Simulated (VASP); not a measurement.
A run of VASP 6.6.1 is set up as follows.

File INCAR:

```
SYSTEM = Ta2N
ALGO = Normal
EDIFF = 1E-6
ENCUT = 520
ISIF = 2
ISMEAR = 0
LASPH = .TRUE.
LCHARG = .FALSE.
LREAL = .FALSE.
LWAVE = .FALSE.
NBANDS = 50
NELM = 80
PREC = Accurate
SIGMA = 0.15
```

KPOINTS

```
k-points
0
G
  9 9 8
  0 0 0
```

The input POSCAR:

```
Ta2N
1.0
    5.3763138840      0.0000000000      0.0000000000
   -2.6881569420      4.6560244023      0.0000000000
    0.0000000000      0.0000000000      4.6193288891
Ta N
6 3
Direct
    0.6788818548      0.6788818548      0.7526041962
    0.0000000000      0.3211181452      0.7526041962
    0.3211181452      0.0000000000      0.7526041962
    0.3211181452      0.3211181452      0.2473958038
    0.0000000000      0.6788818548      0.2473958038
    0.6788818548      0.0000000000      0.2473958038
    0.6666666667      0.3333333333      0.5000000000
    0.3333333333      0.6666666667      0.5000000000
    0.0000000000      0.0000000000      0.0000000000
```

Potentials or basis: VASP PAW LDA potentials, release 64 (Ta_pv, N).

Run with:

```console
$ cat potpaw_LDA.64/Ta_pv/POTCAR potpaw_LDA.64/N/POTCAR > POTCAR
$ mpirun -np 1 vasp_std > vasp.out
```

(1) What does it give for the pressure?

(2) What does it give for the band gap on the k mesh?

(3) Predict the largest force.

Results:

(1) 4.4 GPa.

(2) zero (an odd number of electrons rules out a gap without spin polarisation).

(3) 1.878 eV/Å.

Caveat: the stress differs along the axes, from -4 to 21 GPa; spin-orbit coupling is left out, which moves the levels of the heavy elements; forces of over 1 eV/Å act on the atoms, so gaps and moduli don't describe the material at rest.
